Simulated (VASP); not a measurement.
# SiO2 (P2_12_12_1) in VASP: single point with r2SCAN

Aim: the single point of SiO2 with r2SCAN.

Everything below comes from runs of VASP 6.6.1. Logs are shortened: lines on timing, memory, paths and dates and some standing lists are left out, and cuts for length are marked.

## 1. The cell of the first run

The typed cell holds 24 atoms: a = 7.040 Å, b = 6.913 Å, c = 7.041 Å, α = 90.00°, β = 90.00°, γ = 90.00°.

## 2. Single point, r2SCAN

File POSCAR:

```
SiO2
1.0
    7.0404823903      0.0000000000      0.0000000000
    0.0000000000      6.9127619738      0.0000000000
    0.0000000000      0.0000000000      7.0405421668
Si O
8 16
Direct
    0.4998007510      0.4999440195      0.4473626718
    0.0001992490      0.5000559805      0.9473626718
    0.5001992490      0.9999440195      0.0526373282
    0.9998007510      0.0000559805      0.5526373282
    0.6973621507      0.7498010727      0.7500947705
    0.8026378493      0.2501989273      0.2500947705
    0.3026378493      0.2498010727      0.7499052295
    0.1973621507      0.7501989273      0.2499052295
    0.5640236770      0.6813299762      0.5764490020
    0.9359763230      0.3186700238      0.0764490020
    0.4359763230      0.1813299762      0.9235509980
    0.0640236770      0.8186700238      0.4235509980
    0.1736700108      0.0682581858      0.6858402484
    0.3263299892      0.9317418142      0.1858402484
    0.8263299892      0.5682581858      0.8141597516
    0.6736700108      0.4317418142      0.3141597516
    0.0644641611      0.6818748923      0.0758513788
    0.4355358389      0.3181251077      0.5758513788
    0.9355358389      0.1818748923      0.4241486212
    0.5644641611      0.8181251077      0.9241486212
    0.6740344592      0.0685339657      0.1856690253
    0.8259655408      0.9314660343      0.6856690253
    0.3259655408      0.5685339657      0.3143309747
    0.1740344592      0.4314660343      0.8143309747
```

File INCAR.step1:

```
SYSTEM = SiO2
PREC     = Accurate       ! precision mode
ENCUT    = 520            ! plane-wave cutoff, eV
ISMEAR   = 0              ! smearing method
SIGMA    = 0.02           ! smearing width, eV
LREAL    = Auto         
LASPH    = .TRUE.         ! aspherical terms in the spheres
NELM     = 80             ! most SCF steps
NBANDS   = 82             ! bands
GGA      = PE             ! functional
ALGO     = Normal         ! electronic algorithm
EDIFF    = 1E-4           ! SCF threshold, eV
LWAVE    = .TRUE.         ! write WAVECAR
LCHARG   = .FALSE.        ! write CHGCAR
```

File INCAR.step2:

```
SYSTEM = SiO2
PREC     = Accurate       ! precision mode
ENCUT    = 520            ! plane-wave cutoff, eV
EDIFF    = 1E-6           ! SCF threshold, eV
ISMEAR   = 0              ! smearing method
SIGMA    = 0.02           ! smearing width, eV
LREAL    = Auto         
LASPH    = .TRUE.         ! aspherical terms in the spheres
NELM     = 80             ! most SCF steps
ALGO     = Normal         ! electronic algorithm
ISIF     = 2              ! what is computed and relaxed
LWAVE    = .FALSE.        ! write WAVECAR
LCHARG   = .FALSE.        ! write CHGCAR
METAGGA  = R2SCAN         ! meta-GGA
LMIXTAU  = .TRUE.       
NBANDS   = 82             ! bands
ISTART   = 1
```

File KPOINTS:

```
regular mesh
0
G
  4 4 4
  0 0 0
```

Potentials or basis: VASP PAW PBE potentials, release 64 (Si, O).

Run with:

```console
$ cat potpaw_PBE.64/Si/POTCAR potpaw_PBE.64/O/POTCAR > POTCAR
$ cp INCAR.step1 INCAR
$ mpirun -np 1 vasp_std > vasp.out
$ cp INCAR.step2 INCAR
$ mpirun -np 1 vasp_std > vasp.out
```

OUTCAR:

```text
SYSTEM = SiO2
   PREC = Accurate
   ENCUT = 520
   EDIFF = 1E-6
   ISMEAR = 0
   LREAL = Auto
   LASPH = .TRUE.
   NELM = 80
   ISIF = 2
   METAGGA = R2SCAN
   ISTART = 1

 ion  position               nearest neighbor table
   1  0.500  0.500  0.447-  23 1.61  16 1.61   9 1.61  18 1.61   7 3.07   6 3.07   8 3.08   5 3.08

   2  0.000  0.500  0.947-  24 1.61  15 1.61  10 1.61  17 1.61   8 3.07   5 3.07   7 3.08   6 3.08

   3  0.500  1.000  0.053-  21 1.61  14 1.61  11 1.61  20 1.61   5 3.07   8 3.07   6 3.08   7 3.08
[... 13 lines left out ...]
  11  0.436  0.181  0.924-   7 1.61   3 1.61
  12  0.064  0.819  0.424-   8 1.61   4 1.61
  13  0.174  0.068  0.686-   4 1.61   7 1.61
  14  0.326  0.932  0.186-   3 1.61   8 1.61
[... 8 lines left out ...]
  23  0.326  0.569  0.314-   1 1.61   8 1.61
  24  0.174  0.431  0.814-   2 1.61   7 1.61

  LATTYP: Found a simple tetragonal cell.
 ALAT       =     7.0404823903
 C/A-ratio  =     0.9818591384

  Lattice vectors:

 A1 = (  -7.0404823903,   0.0000000000,   0.0000000000)
 A2 = (   0.0000000000,   0.0000000000,   7.0405421668)
 A3 = (   0.0000000000,   6.9127619738,   0.0000000000)

Analysis of symmetry for initial positions (statically):
=====================================================================
 Subroutine PRICEL returns:
 Original cell was already a primitive cell.

 Routine SETGRP: Setting up the symmetry group for a
 simple tetragonal supercell.

 Subroutine GETGRP returns: Found  4 space group operations
 (whereof  1 operations were pure point group operations)
 out of a pool of 16 trial point group operations.

The static configuration has the point symmetry C_1 .
 The point group associated with its full space group is D_2 .

Analysis of symmetry for dynamics (positions and initial velocities):
=====================================================================
 Subroutine PRICEL returns:
 Original cell was already a primitive cell.

 Routine SETGRP: Setting up the symmetry group for a
 simple tetragonal supercell.

 Subroutine GETGRP returns: Found  4 space group operations
 (whereof  1 operations were pure point group operations)
 out of a pool of 16 trial point group operations.

The dynamic configuration has the point symmetry C_1 .
 The point group associated with its full space group is D_2 .

 Subroutine INISYM returns: Found  4 space group operations
 (whereof  1 operations are pure point group operations),
 and found     1 'primitive' translations

[... 144 lines left out ...]
   ISIF   =      2    stress and relaxation
   ISYM   =      2    0-nonsym 1-usesym 2-fastsym
   POTIM  = 0.5000    time-step for ionic-motion
   TEBEG  =    0.0;   TEEND  =   0.0 temperature during run
   PSTRESS=    0.0 pullay stress
   NELECT =     128.0000    total number of electrons
   NUPDOWN=      -1.0000    fix difference up-down
   EMIN   =  10.00;   EMAX   =-10.00  energy-range for DOS
   EFERMI =   0.00;   METHOD = LEGACY
   ISMEAR =     0;   SIGMA  =   0.02  broadening in eV -4-tet -1-fermi 0-gaus
   EFERMI_NEDOS =   21; number of points for ismear=-14 and -15
   IALGO  =     38    algorithm
   IMIX   =      4    mixing-type and parameters
     AMIX     =   0.40;   BMIX     =  1.00
     AMIX_MAG =   1.60;   BMIX_MAG =  1.00
  volume/ion in A,a.u.               =      14.28        96.35
  Fermi-wavevector in a.u.,A,eV,Ry     =   1.179030  2.228043 18.913612  1.390111
  Thomas-Fermi vector in A             =   2.315348
   LORBIT       =      0    0 simple, 1 ext, 2 COOP (PROOUT), +10 PAW based schemes
   METAGGA = R2SCAN    functional components
   LHFCALC =     F    Hartree Fock is set to
   AEXX    =    0.0000 exact exchange contribution
   IVDW    =     0    specifies the selected vdW correction
   LEPSILON=     F    determine dielectric tensor
   LRPA    =     F    only Hartree local field effects (RPA)
 non-spin polarized calculation
 Gauss-broadening in eV      SIGMA  =   0.02
  energy-cutoff  :      520.00
  volume of cell :      342.66
 maximum number of plane-waves:      9272
 NGX is ok and might be reduce to    54
   NGX = 27   NGY = 25   NGZ = 27

 number of electron     128.0000001 magnetization

 Free energy of the ion-electron system (eV)
  ---------------------------------------------------
  ext. energy  EPLUGINS =         0.00000000
  ---------------------------------------------------
  free energy    TOTEN  =      -238.33903424 eV

  energy without entropy =     -238.33903424  energy(sigma->0) =     -238.33903424

 E-fermi :  -0.1500     XC(G=0):  -8.8946

 val. band max:       -0.3009974116   @ k =   0.0000   0.0000   0.0000
 cond. band min:       6.0483012837   @ k =   0.0000   0.0000   0.0000
 fundamental gap:      6.3492986952
 Fermi energy:        -0.1500040180

 k-point     1 :       0.0000    0.0000    0.0000
  band No.  band energies     occupation
      1     -20.7499      2.00000
      2     -19.8483      2.00000
      3     -19.8483      2.00000
      4     -19.8225      2.00000
      5     -19.8224      2.00000
      6     -19.8031      2.00000
[... 1885 lines left out ...]
     75       9.9906      0.00000
     76       9.9906      0.00000

 [... further k-points ...]

 [bands above 76 left out]

------------------------ aborting loop because EDIFF is reached ----------------------------------------

  FORCE on cell =-STRESS in cart. coord.  units (eV):
  Direction    XX          YY          ZZ          XY          YZ          ZX
  --------------------------------------------------------------------------------------
  -------------------------------------------------------------------------------------
  Total        0.4124150      0.3387953      0.4060621      0.0000000      0.0000000      0.0000000
  in kB        1.9283456      1.5841190      1.8986414      0.0000000      0.0000000      0.0000000
  external PRESSURE =       1.8037020 kB  Pullay stress =       0.0000000 kB

 VOLUME and BASIS-vectors are now :
 -----------------------------------------------------------------------------
  energy-cutoff  :      520.00
  volume of cell :      342.66
      direct lattice vectors                 reciprocal lattice vectors
     7.040482390  0.000000000  0.000000000     0.142035722  0.000000000  0.000000000
     0.000000000  6.912761974  0.000000000     0.000000000  0.144659979  0.000000000
     0.000000000  0.000000000  7.040542167     0.000000000  0.000000000  0.142034516

 POSITION                                       TOTAL-FORCE (eV/Angst)
 -----------------------------------------------------------------------------------
      3.51884      3.45599      3.14968         0.001765     -0.000013     -0.030214
      0.00140      3.45677      6.66995        -0.001765      0.000013     -0.030214
      3.52164      6.91237      0.37060        -0.001765     -0.000013      0.030214
      7.03908      0.00039      3.89087         0.001765      0.000013      0.030214
      4.90977      5.18320      5.28107        -0.027404     -0.002209      0.000624
      5.65096      1.72957      1.76080         0.027404      0.002209      0.000624
[... 16 lines left out ...]
      2.29495      3.93014      2.21306        -0.000038      0.006116      0.002056
      1.22529      2.98262      5.73333         0.000038     -0.006116      0.002056
 -----------------------------------------------------------------------------------
    total drift:                               -0.000000     -0.000000      0.000000

  FREE ENERGIE OF THE ION-ELECTRON SYSTEM (eV)
  ---------------------------------------------------
  free  energy   TOTEN  =      -238.3390342393 eV

  energy  without entropy=     -238.3390342393  energy(sigma->0) =     -238.33903424
```

OSZICAR.step1:

```text
N       E                     dE             d eps       ncg     rms          rms(c)
DAV:   1     0.869657084372E+03    0.86966E+03   -0.66432E+04  4468   0.143E+03
DAV:   2    -0.143685956914E+03   -0.10133E+04   -0.98740E+03  5518   0.336E+02
DAV:   3    -0.214493239900E+03   -0.70807E+02   -0.70505E+02  5304   0.958E+01
DAV:   4    -0.215604107534E+03   -0.11109E+01   -0.11080E+01  5384   0.128E+01
DAV:   5    -0.215629437413E+03   -0.25330E-01   -0.25303E-01  5344   0.184E+00    0.418E+01
DAV:   6    -0.189654188111E+03    0.25975E+02   -0.10891E+02  5216   0.349E+01    0.195E+01
DAV:   7    -0.189688071681E+03   -0.33884E-01   -0.31421E+00  5768   0.538E+00    0.727E+00
DAV:   8    -0.189672578343E+03    0.15493E-01   -0.17132E-01  5224   0.188E+00    0.273E+00
DAV:   9    -0.189698024621E+03   -0.25446E-01   -0.78771E-02  5272   0.123E+00    0.523E-01
DAV:  10    -0.189702937003E+03   -0.49124E-02   -0.85273E-03  5144   0.330E-01    0.159E-01
DAV:  11    -0.189702874198E+03    0.62805E-04   -0.23596E-03  5232   0.182E-01    0.241E-02
DAV:  12    -0.189702892997E+03   -0.18799E-04   -0.57135E-05  3472   0.308E-02
   1 F= -.18970289E+03 E0= -.18970289E+03  d E =-.704238E-16
```

Run time: 77 min. Hardware: 1 thread of Oxide Virtual Turin-like, shared host; peak memory 0.68 GiB.

What came out:

| Item | Value |
| --- | --- |
| Free energy | -238.3390 eV |
| Pressure | 0.2 GPa |
| Largest force | 0.030 eV/Å |
| Band gap on the k mesh | 6.35 eV |

Forces in eV/Å, atoms in the order of the input:
```
Si   0.002  0.000 -0.030
Si  -0.002  0.000 -0.030
Si  -0.002  0.000  0.030
Si   0.002  0.000  0.030
Si  -0.027 -0.002  0.001
Si   0.027  0.002  0.001
Si   0.027 -0.002 -0.001
Si  -0.027  0.002 -0.001
O    0.001  0.000 -0.003
O   -0.001  0.000 -0.003
O   -0.001  0.000  0.003
O    0.001  0.000  0.003
O    0.000  0.007 -0.001
O    0.000 -0.007 -0.001
O    0.000  0.007  0.001
O    0.000 -0.007  0.001
O    0.003 -0.002  0.000
O   -0.003  0.002  0.000
O   -0.003 -0.002  0.000
O    0.003  0.002  0.000
O    0.000  0.006 -0.002
O    0.000 -0.006 -0.002
O    0.000  0.006  0.002
O    0.000 -0.006  0.002
```

Levels at points of the mesh, in eV from the valence-band top:
```
           k point  band 61  band 62  band 63  band 64  band 65  band 66  band 67  band 68
(0.00, 0.00, 0.00)    -0.54    -0.31    -0.31     0.00     6.35     9.45     9.45     9.63
(0.50, 0.00, 0.00)    -0.49    -0.49    -0.28    -0.28     7.57     7.57     9.63     9.63
(0.00, 0.00, 0.50)    -0.49    -0.49    -0.28    -0.28     7.57     7.57     9.63     9.63
(0.00, 0.50, 0.00)    -0.55    -0.55    -0.40    -0.40     7.64     7.64     9.98     9.98
(0.50, 0.50, 0.00)    -0.28    -0.28    -0.28    -0.28     8.49     8.49     8.49     8.49
(0.00, 0.50, 0.50)    -0.28    -0.28    -0.28    -0.28     8.49     8.49     8.49     8.49
(0.50, 0.00, 0.50)    -0.50    -0.50    -0.50    -0.50     8.46     8.46     8.46     8.46
(0.50, 0.50, 0.50)    -0.18    -0.18    -0.18    -0.18     8.91     8.91     8.91     8.91
```

Caveat: the PAW data sets were made with another functional, which shifts forces and pressure a little. A k mesh can miss the band edges.
